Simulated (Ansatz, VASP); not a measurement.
## Ga in VASP and in Ansatz

```
CELL_PARAMETERS angstrom
-1.68723 1.68723 1.68723
1.68723 -1.68723 1.68723
1.68723 1.68723 -1.68723
ATOMIC_POSITIONS crystal
Ga 0.00000 0.00000 0.00000
```

Alike in both runs: functional PBE; k mesh 17 × 17 × 17; occupations fermi-dirac, width 0.05 eV; non-collinear spin, spin-orbit coupling.

Ansatz relaxed the structure, and its values are those at the end. VASP's run is a single point on that final structure, the one shown.

|  | VASP | Ansatz |
| --- | --- | --- |
| version | VASP 6.6.1 | Ansatz 0.2.0 |
| potentials or method | VASP PAW PBE potentials, release 64 (Ga_d) | PAW with Ansatz's default frozen-core files, fully relativistic files with spin-orbit coupling |
| plane-wave cutoff (eV) | 520 | 420 |
| valence electrons in the cell | 13 | 13 |

|  | VASP | Ansatz | Ansatz less VASP |
| --- | --- | --- | --- |
| pressure (GPa) | 0.1 | 0.0 | -0.08 |
| net moment per atom (μB) | 0.00 | 0.00 | 0.000 |

The functional is the same, so the differences come from potentials, cutoffs and numerics.
